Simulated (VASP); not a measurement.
# Au (Fm-3m) in VASP: further runs, part 2 of 2

VASP 6.6.1.

## Step 3: Relaxation of volume and atoms at fixed shape, PBEsol

This run uses another cell than the first one, of 16.85 Å³/atom, 0.991 times its volume.

INCAR

```
PREC = Accurate
ENCUT = 500
EDIFF = 1E-7
ISMEAR = -1
SIGMA = 0.1
LREAL = F
LASPH = T
NELM = 120
ALGO = Normal
ISIF = 8
LWAVE = F
LCHARG = F
GGA = PS
IBRION = 2
NSW = 80
EDIFFG = -0.03
GGA_COMPAT = F
NELMIN = 4
```

KPOINTS

```
regular mesh
0
Gamma
  9 9 9
```

POSCAR

```
Au
1.0
    0.0000000000      2.0350000000      2.0350000000
    2.0350000000      0.0000000000      2.0350000000
    2.0350000000      2.0350000000      0.0000000000
Au
1
Direct
    0.0000000000      0.0000000000      0.0000000000
```

Potentials or basis: VASP PAW PBE potentials, release 64 (Au).

Command:

```sh
cat potpaw_PBE.64/Au/POTCAR > POTCAR
mpirun -np 1 vasp_std > vasp.out
```

OUTCAR:

```text
PREC = Accurate
   ENCUT = 500
   EDIFF = 1E-7
   ISMEAR = -1
   LREAL = F
   LASPH = T
   NELM = 120
   ISIF = 8
   GGA = PS
   IBRION = 2
   NSW = 80
   EDIFFG = -0.03
   NELMIN = 4

 ion  position               nearest neighbor table
   1  0.000  0.000  0.000-

  LATTYP: Found a face centered cubic cell.
 ALAT       =     4.0700000000

  Lattice vectors:

 A1 = (   0.0000000000,   2.0350000000,   2.0350000000)
 A2 = (   2.0350000000,   0.0000000000,   2.0350000000)
 A3 = (   2.0350000000,   2.0350000000,   0.0000000000)

Analysis of symmetry for initial positions (statically):
=====================================================================
 Subroutine PRICEL returns:
 Original cell was already a primitive cell.

 Routine SETGRP: Setting up the symmetry group for a
 face centered cubic supercell.

 Subroutine GETGRP returns: Found 48 space group operations
 (whereof 48 operations were pure point group operations)
 out of a pool of 48 trial point group operations.

The static configuration has the point symmetry O_h .

Analysis of symmetry for dynamics (positions and initial velocities):
=====================================================================
 Subroutine PRICEL returns:
 Original cell was already a primitive cell.

 Routine SETGRP: Setting up the symmetry group for a
 face centered cubic supercell.

 Subroutine GETGRP returns: Found 48 space group operations
 (whereof 48 operations were pure point group operations)
 out of a pool of 48 trial point group operations.

The dynamic configuration has the point symmetry O_h .

 Subroutine INISYM returns: Found 48 space group operations
 (whereof 48 operations are pure point group operations),
 and found     1 'primitive' translations

----------------------------------------------------------------------------------------

                                     Primitive cell

  volume of cell :      16.8548

  direct lattice vectors                    reciprocal lattice vectors
     0.000000000  2.035000000  2.035000000    -0.245700246  0.245700246  0.245700246
     2.035000000  0.000000000  2.035000000     0.245700246 -0.245700246  0.245700246
     2.035000000  2.035000000  0.000000000     0.245700246  0.245700246 -0.245700246

  length of vectors
     2.877924599  2.877924599  2.877924599     0.425565309  0.425565309  0.425565309

  position of ions in fractional coordinates (direct lattice)
     0.000000000  0.000000000  0.000000000

  ion indices of the primitive-cell ions
   primitive index   ion index
                 1           1

----------------------------------------------------------------------------------------

 KPOINTS: regular mesh

Automatic generation of k-mesh.
 Grid dimensions read from file:
 generate k-points for:    9    9    9

 Generating k-lattice:

  Cartesian coordinates                     Fractional coordinates (reciprocal lattice)
    -0.027300027  0.027300027  0.027300027     0.111111111  0.000000000  0.000000000
[... 43 lines left out ...]
   total plane-waves  NPLWV =  13824
   dimension x,y,z NGX =    24 NGY =   24 NGZ =   24
   dimension x,y,z NGXF=    48 NGYF=   48 NGZF=   48
   ions per type =               1
   NGX,Y,Z   is equivalent  to a cutoff of  13.86, 13.86, 13.86 a.u.
   NGXF,Y,Z  is equivalent  to a cutoff of  27.73, 27.73, 27.73 a.u.
 SYSTEM =  unknown system
   PREC   = accura    normal or accurate (medium, high low for compatibility)
   ISTART =      0    job   : 0-new  1-cont  2-samecut
   ICHARG =      2    charge: 1-file 2-atom 10-const
   ISPIN  =      1    spin polarized calculation?
   LNONCOLLINEAR =      F non collinear calculations
   LSORBIT =      F    spin-orbit coupling
   LASPH  =      T    aspherical Exc in radial PAW
   ENCUT  =  500.0 eV  36.75 Ry    6.06 a.u.   5.25  5.25  5.25*2*pi/ulx,y,z
   NELM   =    120;   NELMIN=  4; NELMDL= -5     # of ELM steps
   EDIFF  = 0.1E-06   stopping-criterion for ELM
   LREAL  =      F    real-space projection
   EDIFFG = -.3E-01   stopping-criterion for IOM
   NSW    =     80    number of steps for IOM
   IBRION =      2    ionic relax: 0-MD 1-quasi-New 2-CG
   NFREE  =      1    steps in history (QN), initial steepest desc. (CG)
   ISIF   =      8    stress and relaxation
   ISYM   =      2    0-nonsym 1-usesym 2-fastsym
   POTIM  = 0.5000    time-step for ionic-motion
   TEBEG  =    0.0;   TEEND  =   0.0 temperature during run
   PSTRESS=    0.0 pullay stress
   NELECT =      11.0000    total number of electrons
   NUPDOWN=      -1.0000    fix difference up-down
   EMIN   =  10.00;   EMAX   =-10.00  energy-range for DOS
   EFERMI =   0.00;   METHOD = LEGACY
   ISMEAR =    -1;   SIGMA  =   0.10  broadening in eV -4-tet -1-fermi 0-gaus
   EFERMI_NEDOS =   21; number of points for ismear=-14 and -15
   IALGO  =     38    algorithm
   IMIX   =      4    mixing-type and parameters
     AMIX     =   0.40;   BMIX     =  1.00
     AMIX_MAG =   1.60;   BMIX_MAG =  1.00
  volume/ion in A,a.u.               =      16.85       113.74
  Fermi-wavevector in a.u.,A,eV,Ry     =   1.420032  2.683470 27.436005  2.016489
  Thomas-Fermi vector in A             =   2.540990
   LORBIT       =      0    0 simple, 1 ext, 2 COOP (PROOUT), +10 PAW based schemes
   GGA     = PS    functional components
   LHFCALC =     F    Hartree Fock is set to
   AEXX    =    0.0000 exact exchange contribution
   IVDW    =     0    specifies the selected vdW correction
   LEPSILON=     F    determine dielectric tensor
   LRPA    =     F    only Hartree local field effects (RPA)
 conjugate gradient relaxation of ions
 non-spin polarized calculation
  energy-cutoff  :      500.00
  volume of cell :       16.85
 maximum number of plane-waves:       440
 NGX is ok and might be reduce to    24
   NGX = 11   NGY = 11   NGZ = 11

--------------------------------------- Ionic step        1  -------------------------------------------

 number of electron      10.9999999 magnetization

 Free energy of the ion-electron system (eV)
  ---------------------------------------------------
  ext. energy  EPLUGINS =         0.00000000
  ---------------------------------------------------
  free energy    TOTEN  =        -3.94888387 eV

  energy without entropy =       -3.94595119  energy(sigma->0) =       -3.94741753

------------------------ aborting loop because EDIFF is reached ----------------------------------------

  FORCE on cell =-STRESS in cart. coord.  units (eV):
  Direction    XX          YY          ZZ          XY          YZ          ZX
  --------------------------------------------------------------------------------------
  -------------------------------------------------------------------------------------
  Total        0.1373222      0.1373222      0.1373222     -0.0000000     -0.0000000      0.0000000
  in kB       13.0535348     13.0535348     13.0535348     -0.0000000     -0.0000000      0.0000000
  external PRESSURE =      13.0535348 kB  Pullay stress =       0.0000000 kB
[... 57 lines left out ...]
--------------------------------------- Ionic step        3  -------------------------------------------

 number of electron      11.0000000 magnetization

 Free energy of the ion-electron system (eV)
  ---------------------------------------------------
  ext. energy  EPLUGINS =         0.00000000
  ---------------------------------------------------
  free energy    TOTEN  =        -3.94937744 eV

  energy without entropy =       -3.94652683  energy(sigma->0) =       -3.94795213

 E-fermi :   9.3064     XC(G=0): -12.9060

 val. band max:        8.9459052898   @ k =   0.4444   0.3333   0.0000
 cond. band min:       9.3608558220   @ k =   0.4444   0.4444   0.0000
 fundamental gap:      0.4149505322
 Fermi energy:         9.3063890037

 k-point     1 :       0.0000    0.0000    0.0000
  band No.  band energies     occupation
      1      -0.6192      2.00000
      2       4.6460      2.00000
      3       4.6460      2.00000
      4       4.6460      2.00000
      5       6.1849      2.00000
      6       6.1849      2.00000
      7      23.8381      0.00000
      8      27.8509      0.00000
      9      27.8509      0.00000
[... 265 lines left out ...]
 k-point    24 :       0.4444    0.4444    0.0000
  band No.  band energies     occupation
      1       2.2826      2.00000
      2       2.6143      2.00000
      3       7.3163      2.00000
      4       7.5798      2.00000
      5       7.5798      2.00000
      6       9.3609      0.73420
      7      16.2888      0.00000
      8      19.6094      0.00000
      9      19.6094      0.00000

 [... further k-points ...]

------------------------ aborting loop because EDIFF is reached ----------------------------------------

  FORCE on cell =-STRESS in cart. coord.  units (eV):
  Direction    XX          YY          ZZ          XY          YZ          ZX
  --------------------------------------------------------------------------------------
  -------------------------------------------------------------------------------------
  Total        0.0001833      0.0001833      0.0001833      0.0000000      0.0000000      0.0000000
  in kB        0.0173020      0.0173020      0.0173020      0.0000000      0.0000000      0.0000000
  external PRESSURE =       0.0173020 kB  Pullay stress =       0.0000000 kB
[... 16 lines left out ...]
  FREE ENERGIE OF THE ION-ELECTRON SYSTEM (eV)
  ---------------------------------------------------
  free  energy   TOTEN  =        -3.9493774356 eV

  energy  without entropy=       -3.9465268339  energy(sigma->0) =       -3.94795213

 reached required accuracy - stopping structural energy minimisation
```

OSZICAR:

```text
N       E                     dE             d eps       ncg     rms          rms(c)
DAV:   1     0.415633691223E+02    0.41563E+02   -0.56504E+03   670   0.106E+03
DAV:   2    -0.393819455197E+01   -0.45502E+02   -0.42508E+02   680   0.200E+02
DAV:   3    -0.428615181402E+01   -0.34796E+00   -0.34766E+00   760   0.186E+01
[... 21 lines left out ...]
DAV:   3    -0.394936725670E+01    0.78094E-03   -0.37006E-03   641   0.560E-01    0.236E-01
DAV:   4    -0.394937766440E+01   -0.10408E-04   -0.15117E-04   664   0.104E-01    0.146E-02
DAV:   5    -0.394937680214E+01    0.86226E-06   -0.19112E-06   642   0.153E-02    0.158E-03
DAV:   6    -0.394937742128E+01   -0.61914E-06   -0.11129E-07   686   0.271E-03    0.247E-04
DAV:   7    -0.394937743557E+01   -0.14288E-07   -0.16118E-09   315   0.378E-04
   3 F= -.39493774E+01 E0= -.39479521E+01  d E =-.493568E-03
```

Run time: 14 s. Hardware: 1 thread of AMD EPYC 9R45 (Zen 5), shared host; peak memory 0.11 GiB.

What came out:

```
Free energy                            : -3.9494 eV
Relaxed volume                         : 16.98 Å³/atom
Relaxed cell                           : a = 2.885 Å, b = 2.885 Å, c = 2.885 Å, α = 60.00°, β = 60.00°, γ = 60.00°
Space group after relaxing (to 0.05 Å) : Fm-3m (No. 225)
Energy gained by relaxing              : 0.5 meV/atom
Ionic steps                            : 3
Pressure after relaxing                : 0.0 GPa
```

Step by step:
| step | energy change (eV) | largest force (eV/Å) | pressure (GPa) | volume (Å³) |
| --- | --- | --- | --- | --- |
| 1 | 0.0000 | 0.0000 | 1.31 | 16.85 |
| 2 | 0.0010 | 0.0000 | -2.13 | 17.19 |
| 3 | -0.0005 | 0.0000 | 0.00 | 16.98 |

Final structure:
```yaml
crystal:
  lattice:
    - [0.00000, 2.03994, 2.03994]
    - [2.03994, 0.00000, 2.03994]
    - [2.03994, 2.03994, 0.00000]
  atoms:
    - { symbol: Au, position: [0.00000, 0.00000, 0.00000] }
```

Levels at points of the mesh, in eV from the Fermi level:
```
           k point  band 4  band 5  band 6  band 7  band 8  band 9
(0.00, 0.00, 0.00)   -4.66   -3.12   -3.12   14.53   18.54   18.54
```

Caveat: the PAW data sets were made with another functional, which shifts forces and pressure a little; spin-orbit coupling is left out, which moves the levels of the heavy elements. Zero-point motion and thermal expansion aren't in these numbers.
